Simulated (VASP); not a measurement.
# SnO in VASP: notebook

SnO is run at these levels: PBE+D3(BJ); tasks: single point.

Program: VASP 6.6.1. These are calculated values, not measurements. Logs are shortened: lines on timing, memory, paths and dates and some standing lists are left out, and cuts for length are marked.

**1. The cell of the first run**

The cell holds a slab with vacuum, 8 atoms: a = 3.820 Å, b = 3.820 Å, c = 22.226 Å, α = 90.00°, β = 90.00°, γ = 90.00°.

**2. Single point, PBE+D3(BJ) (layers slid over each other)**

INCAR

```
ALGO = Normal
DIPOL = 0.5 0.5 0.394
EDIFF = 1E-6
ENCUT = 520
GGA = PE
GGA_COMPAT = F
IDIPOL = 3
ISIF = 2
ISMEAR = 0
IVDW = 12
LASPH = T
LCHARG = F
LDIPOL = T
LREAL = F
LWAVE = F
NBANDS = 50
NELM = 120
NELMDL = -8
PREC = Accurate
SIGMA = 0.05
```

KPOINTS

```
k-points
0
Gamma
  7 7 1
```

POSCAR

```
SnO
1.0
    3.8201708766      0.0000000000      0.0000000000
    0.0000000000      3.8201708766      0.0000000000
    0.0000000000      0.0000000000     22.2260720666
Sn O
4 4
Direct
    0.5000000000      0.0000000000      0.2024649244
    0.0000000000      0.5000000000      0.3087831270
    0.0000000000      0.7500000000      0.4797535076
    0.5000000000      0.2500000000      0.5860717102
    0.0000000000      0.0000000000      0.2556240257
    0.5000000000      0.5000000000      0.2556240257
    0.5000000000      0.7500000000      0.5329126089
    0.0000000000      0.2500000000      0.5329126089
```

Potentials or basis: VASP PAW PBE potentials, release 64 (Sn_d, O).

Run with:

```sh
$ cat potpaw_PBE.64/Sn_d/POTCAR potpaw_PBE.64/O/POTCAR > POTCAR
$ mpirun -np 1 vasp_std > vasp.out
```

OUTCAR:

```text
EDIFF = 1E-6
   ENCUT = 520
   GGA = PE
   ISIF = 2
   ISMEAR = 0
   IVDW = 12
   LASPH = T
   LREAL = F
   NELM = 120
   NELMDL = -8
   PREC = Accurate
 IVDW          = 12

 ion  position               nearest neighbor table
   1  0.500  0.000  0.202-   5 2.25   6 2.25   6 2.25   5 2.25   2 3.59   2 3.59   2 3.59   2 3.59

   2  0.000  0.500  0.309-   5 2.25   6 2.25   5 2.25   6 2.25   1 3.59   1 3.59   1 3.59   1 3.59

   3  0.000  0.750  0.480-   7 2.25   8 2.25   8 2.25   7 2.25   4 3.59   4 3.59   4 3.59   4 3.59

   4  0.500  0.250  0.586-   7 2.25   8 2.25   7 2.25   8 2.25   3 3.59   3 3.59   3 3.59   3 3.59

   5  0.000  0.000  0.256-   2 2.25   2 2.25   1 2.25   1 2.25
   6  0.500  0.500  0.256-   2 2.25   2 2.25   1 2.25   1 2.25
   7  0.500  0.750  0.533-   3 2.25   3 2.25   4 2.25   4 2.25
   8  0.000  0.250  0.533-   3 2.25   3 2.25   4 2.25   4 2.25

  LATTYP: Found a simple tetragonal cell.
 ALAT       =     3.8201708766
 C/A-ratio  =     5.8180832179

  Lattice vectors:

 A1 = (   3.8201708766,   0.0000000000,   0.0000000000)
 A2 = (   0.0000000000,   3.8201708766,   0.0000000000)
 A3 = (   0.0000000000,   0.0000000000,  22.2260720666)

Analysis of symmetry for initial positions (statically):
=====================================================================
 Subroutine PRICEL returns:
 Original cell was already a primitive cell.

 Routine SETGRP: Setting up the symmetry group for a
 simple tetragonal supercell.

 Subroutine GETGRP returns: Found  4 space group operations
 (whereof  2 operations were pure point group operations)
 out of a pool of 16 trial point group operations.

The static configuration has the point symmetry C_1h.
 The point group associated with its full space group is C_2h.

Analysis of symmetry for dynamics (positions and initial velocities):
=====================================================================
 Subroutine PRICEL returns:
 Original cell was already a primitive cell.

 Routine SETGRP: Setting up the symmetry group for a
 simple tetragonal supercell.

 Subroutine GETGRP returns: Found  4 space group operations
 (whereof  2 operations were pure point group operations)
 out of a pool of 16 trial point group operations.

The dynamic configuration has the point symmetry C_1h.
 The point group associated with its full space group is C_2h.

 Subroutine INISYM returns: Found  4 space group operations
 (whereof  2 operations are pure point group operations),
 and found     1 'primitive' translations

----------------------------------------------------------------------------------------

                                     Primitive cell

  volume of cell :     324.3608

  direct lattice vectors                    reciprocal lattice vectors
     3.820170877  0.000000000  0.000000000     0.261768395  0.000000000  0.000000000
     0.000000000  3.820170877  0.000000000     0.000000000  0.261768395  0.000000000
     0.000000000  0.000000000 22.226072067     0.000000000  0.000000000  0.044992205

  length of vectors
     3.820170877  3.820170877 22.226072067     0.261768395  0.261768395  0.044992205

  position of ions in fractional coordinates (direct lattice)
     0.500000000  0.000000000  0.202464924
     0.000000000  0.500000000  0.308783127
     0.000000000  0.750000000  0.479753508
     0.500000000  0.250000000  0.586071710
     0.000000000  0.000000000  0.255624026
     0.500000000  0.500000000  0.255624026
     0.500000000  0.750000000  0.532912609
     0.000000000  0.250000000  0.532912609

  ion indices of the primitive-cell ions
   primitive index   ion index
                 1           1
                 2           2
                 3           3
                 4           4
                 5           5
                 6           6
                 7           7
                 8           8

----------------------------------------------------------------------------------------

 KPOINTS: k-points

Automatic generation of k-mesh.
 Grid dimensions read from file:
 generate k-points for:    7    7    1

 Generating k-lattice:

  Cartesian coordinates                     Fractional coordinates (reciprocal lattice)
     0.037395485  0.000000000  0.000000000     0.142857143  0.000000000  0.000000000
     0.000000000  0.037395485  0.000000000     0.000000000  0.142857143  0.000000000
     0.000000000  0.000000000  0.044992205     0.000000000  0.000000000  1.000000000

  Length of vectors
     0.037395485  0.037395485  0.044992205

  Shift w.r.t. Gamma in fractional coordinates (k-lattice)
     0.000000000  0.000000000  0.000000000

 Subroutine IBZKPT returns following result:
 ===========================================

 Found     16 irreducible k-points:

 Following reciprocal coordinates:
            Coordinates               Weight
  0.000000  0.000000  0.000000      1.000000
  0.142857  0.000000  0.000000      2.000000
  0.000000  0.142857  0.000000      2.000000
  0.285714  0.000000  0.000000      2.000000
  0.000000  0.285714  0.000000      2.000000
  0.428571  0.000000  0.000000      2.000000
[... 8 lines left out ...]
 -0.285714  0.428571  0.000000      4.000000
  0.428571  0.428571  0.000000      4.000000
   k-points           NKPTS =     16   k-points in BZ     NKDIM =     16   number of bands    NBANDS=     50
   number of dos      NEDOS =    301   number of ions     NIONS =      8
   total plane-waves  NPLWV = 131712
   dimension x,y,z NGX =    28 NGY =   28 NGZ =  168
   dimension x,y,z NGXF=    56 NGYF=   56 NGZF=  336
   ions per type =               4   4
   NGX,Y,Z   is equivalent  to a cutoff of  12.19, 12.19, 12.57 a.u.
   NGXF,Y,Z  is equivalent  to a cutoff of  24.37, 24.37, 25.13 a.u.
 SYSTEM =  unknown system
   PREC   = accura    normal or accurate (medium, high low for compatibility)
   ISTART =      0    job   : 0-new  1-cont  2-samecut
   ICHARG =      2    charge: 1-file 2-atom 10-const
   ISPIN  =      1    spin polarized calculation?
   LNONCOLLINEAR =      F non collinear calculations
   LSORBIT =      F    spin-orbit coupling
   LASPH  =      T    aspherical Exc in radial PAW
   ENCUT  =  520.0 eV  38.22 Ry    6.18 a.u.   7.10  7.10 41.33*2*pi/ulx,y,z
   NELM   =    120;   NELMIN=  2; NELMDL= -8     # of ELM steps
   EDIFF  = 0.1E-05   stopping-criterion for ELM
   LREAL  =      F    real-space projection
   EDIFFG = 0.1E-04   stopping-criterion for IOM
   NSW    =      0    number of steps for IOM
   IBRION =     -1    ionic relax: 0-MD 1-quasi-New 2-CG
   NFREE  =      0    steps in history (QN), initial steepest desc. (CG)
   ISIF   =      2    stress and relaxation
   ISYM   =      2    0-nonsym 1-usesym 2-fastsym
   POTIM  = 0.5000    time-step for ionic-motion
   TEBEG  =    0.0;   TEEND  =   0.0 temperature during run
   PSTRESS=    0.0 pullay stress
   NELECT =      80.0000    total number of electrons
   NUPDOWN=      -1.0000    fix difference up-down
   EMIN   =  10.00;   EMAX   =-10.00  energy-range for DOS
   EFERMI =   0.00;   METHOD = LEGACY
   ISMEAR =     0;   SIGMA  =   0.05  broadening in eV -4-tet -1-fermi 0-gaus
   EFERMI_NEDOS =   21; number of points for ismear=-14 and -15
   IALGO  =     38    algorithm
   IMIX   =      4    mixing-type and parameters
     AMIX     =   0.40;   BMIX     =  1.00
     AMIX_MAG =   1.60;   BMIX_MAG =  1.00
  volume/ion in A,a.u.               =      40.55       273.61
  Fermi-wavevector in a.u.,A,eV,Ry     =   1.026665  1.940115 14.341097  1.054041
  Thomas-Fermi vector in A             =   2.160570
   LORBIT       =      0    0 simple, 1 ext, 2 COOP (PROOUT), +10 PAW based schemes
   GGA     = PE    functional components
   LHFCALC =     F    Hartree Fock is set to
   AEXX    =    0.0000 exact exchange contribution
   IVDW    =    12    specifies the selected vdW correction
   LEPSILON=     F    determine dielectric tensor
   LRPA    =     F    only Hartree local field effects (RPA)
 non-spin polarized calculation
 Gauss-broadening in eV      SIGMA  =   0.05
  energy-cutoff  :      520.00
  volume of cell :      324.36
 maximum number of plane-waves:      8769
   NGX = 15   NGY = 15   NGZ = 83

 dipolmoment           0.000000      0.000000      0.000103 electrons x Angstroem

 number of electron      79.9999971 magnetization

 dipolmoment           0.000000      0.000000     -0.000001 electrons x Angstroem

 Free energy of the ion-electron system (eV)
  ---------------------------------------------------
  ext. energy  EPLUGINS =         0.00000000
  ---------------------------------------------------
  free energy    TOTEN  =       -45.08616860 eV

  energy without entropy =      -45.08616860  energy(sigma->0) =      -45.08616860

 E-fermi :   0.1808     XC(G=0):  -5.2634

 val. band max:       -0.0426852300   @ k =   0.2857   0.0000   0.0000
 cond. band min:       2.0279529153   @ k =   0.4286   0.0000   0.0000
 fundamental gap:      2.0706381453
 Fermi energy:         0.1807894899

 k-point     1 :       0.0000    0.0000    0.0000
  band No.  band energies     occupation
      1     -21.0416      2.00000
      2     -21.0415      2.00000
      3     -20.6813      2.00000
      4     -20.6812      2.00000
      5     -20.6463      2.00000
      6     -20.6447      2.00000
[... 42 lines left out ...]
     49       5.1867      0.00000
     50       5.2839      0.00000

 k-point     2 :       0.1429    0.0000    0.0000
  band No.  band energies     occupation
      1     -21.0328      2.00000
      2     -21.0326      2.00000
      3     -20.6820      2.00000
      4     -20.6819      2.00000
      5     -20.6465      2.00000
      6     -20.6462      2.00000
[... 734 lines left out ...]
 k-point    16 :       0.4286    0.4286    0.0000
  band No.  band energies     occupation
      1     -20.9837      2.00000
      2     -20.9828      2.00000
      3     -20.9698      2.00000
      4     -20.9689      2.00000
      5     -20.6483      2.00000
      6     -20.6478      2.00000
[... 42 lines left out ...]
     49       6.0514      0.00000
     50       6.2726      0.00000

------------------------ aborting loop because EDIFF is reached ----------------------------------------

 vacuum level on the upper side and lower side of the slab       (xc-potential included)        -0.119        -0.117

 Edisp (eV)   -1.27322

 E8    (eV) :    -0.5629

  FORCE on cell =-STRESS in cart. coord.  units (eV):
  Direction    XX          YY          ZZ          XY          YZ          ZX
  --------------------------------------------------------------------------------------
  -------------------------------------------------------------------------------------
  Total       0.34659     0.47488     0.75043     0.00000     0.64991     0.00000
  in kB       1.71198     2.34568     3.70675     0.00000     3.21024     0.00000
  external pressure =        2.59 kB  Pullay stress =        0.00 kB

 VOLUME and BASIS-vectors are now :
 -----------------------------------------------------------------------------
  energy-cutoff  :      520.00
  volume of cell :      324.36
      direct lattice vectors                 reciprocal lattice vectors
     3.820170877  0.000000000  0.000000000     0.261768395  0.000000000  0.000000000
     0.000000000  3.820170877  0.000000000     0.000000000  0.261768395  0.000000000
     0.000000000  0.000000000 22.226072067     0.000000000  0.000000000  0.044992205

 POSITION                                       TOTAL-FORCE (eV/Angst)
 -----------------------------------------------------------------------------------
      1.91009      0.00000      4.50000         0.000000     -0.012291     -0.078194
      0.00000      1.91009      6.86304         0.000000     -0.084342     -0.058151
      0.00000      2.86513     10.66304         0.000000      0.084342      0.058151
      1.91009      0.95504     13.02607         0.000000      0.012291      0.078194
      0.00000      0.00000      5.68152         0.000000     -0.061217     -0.002693
      1.91009      1.91009      5.68152         0.000000      0.024788      0.000334
      1.91009      2.86513     11.84455         0.000000     -0.024788     -0.000334
      0.00000      0.95504     11.84455         0.000000      0.061217      0.002693
 -----------------------------------------------------------------------------------
    total drift:                                0.000000     -0.000000     -0.000062

  FREE ENERGIE OF THE ION-ELECTRON SYSTEM (eV)
  ---------------------------------------------------
  free  energy   TOTEN  =       -46.3593849272 eV

  energy  without entropy=      -46.3593849272  energy(sigma->0) =      -46.35938493

 vacuum level on the upper side and lower side of the slab         4.837         4.839
```

Run time: 13 min. Hardware: 1 thread of Oxide Virtual Turin-like, shared host; peak memory 0.42 GiB.

Results:

* Free energy: -46.3594 eV
* Largest force: 0.102 eV/Å
* Band gap on the k mesh: 2.07 eV (least direct gap 2.28 eV)
* Dispersion energy per atom: -0.159 eV

Forces on the atoms (eV/Å):
```
Sn   0.000 -0.012 -0.078
Sn   0.000 -0.084 -0.058
Sn   0.000  0.084  0.058
Sn   0.000  0.012  0.078
O    0.000 -0.061 -0.003
O    0.000  0.025  0.000
O    0.000 -0.025  0.000
O    0.000  0.061  0.003
```

Caveat: the cell differs from its parent crystal (layers slid over each other); spin-orbit coupling is left out, which moves the levels of the heavy elements.

**3. Single point, PBE+D3(BJ) (layers slid over each other)**

INCAR

```
SYSTEM = SnO
ALGO     = Normal         ! electronic algorithm
DIPOL    = 0.5 0.5 0.394
EDIFF    = 1E-6           ! SCF threshold, eV
ENCUT    = 520            ! plane-wave cutoff, eV
GGA      = PE             ! functional
GGA_COMPAT= .False.      
IDIPOL   = 3            
ISIF     = 2              ! what is computed and relaxed
ISMEAR   = 0              ! smearing method
IVDW     = 12             ! dispersion correction
LASPH    = .True.         ! aspherical terms in the spheres
LCHARG   = .False.        ! write CHGCAR
LDIPOL   = .True.       
LREAL    = .False.        ! projectors in reciprocal space
LWAVE    = .False.        ! write WAVECAR
NBANDS   = 50             ! bands
NELM     = 120            ! most SCF steps
NELMDL   = -8           
PREC     = Accurate       ! precision mode
SIGMA    = 0.05           ! smearing width, eV
```

KPOINTS

```
k-points
0
Gamma
  7 7 1
  0 0 0
```

POSCAR

```
SnO
1.0
    3.8201708766      0.0000000000      0.0000000000
    0.0000000000      3.8201708766      0.0000000000
    0.0000000000      0.0000000000     22.2260720666
Sn O
4 4
Direct
    0.5000000000      0.0000000000      0.2024649244
    0.0000000000      0.5000000000      0.3087831270
    0.0000000000      0.6250000000      0.4797535076
    0.5000000000      0.1250000000      0.5860717102
    0.0000000000      0.0000000000      0.2556240257
    0.5000000000      0.5000000000      0.2556240257
    0.5000000000      0.6250000000      0.5329126089
    0.0000000000      0.1250000000      0.5329126089
```

Potentials or basis: VASP PAW PBE potentials, release 64 (Sn_d, O).

Run with:

```sh
$ cat potpaw_PBE.64/Sn_d/POTCAR potpaw_PBE.64/O/POTCAR > POTCAR
$ mpirun -np 1 vasp_std > vasp.out
```

Run time: 9 min. Hardware: 1 thread of Oxide Virtual Turin-like, shared host; peak memory 0.43 GiB.

The run converged. Its results:

```yaml
Free_energy: -46.2990 eV
Largest_force: 0.198 eV/Å
Band_gap_on_the_k_mesh: 2.02 eV (least direct gap 2.23 eV)
Dispersion_energy_per_atom: -0.159 eV
```

Forces in eV/Å, atoms in the order of the input:
```
Sn   0.000 -0.010 -0.081
Sn   0.000 -0.067 -0.187
Sn   0.000  0.067  0.187
Sn   0.000  0.010  0.081
O    0.000 -0.048 -0.012
O    0.000  0.019 -0.011
O    0.000 -0.019  0.011
O    0.000  0.048  0.012
```

Levels at points of the mesh, in eV from the valence-band top:
| k point | band 36 | band 37 | band 38 | band 39 | band 40 | band 41 | band 42 | band 43 | band 44 | band 45 |
| --- | --- | --- | --- | --- | --- | --- | --- | --- | --- | --- |
| (0.00, 0.00, 0.00) | -2.10 | -2.10 | -2.10 | -0.90 | -0.06 | 2.38 | 2.70 | 2.71 | 3.94 | 4.73 |

Caveat: the cell differs from its parent crystal (layers slid over each other); spin-orbit coupling is left out, which moves the levels of the heavy elements.
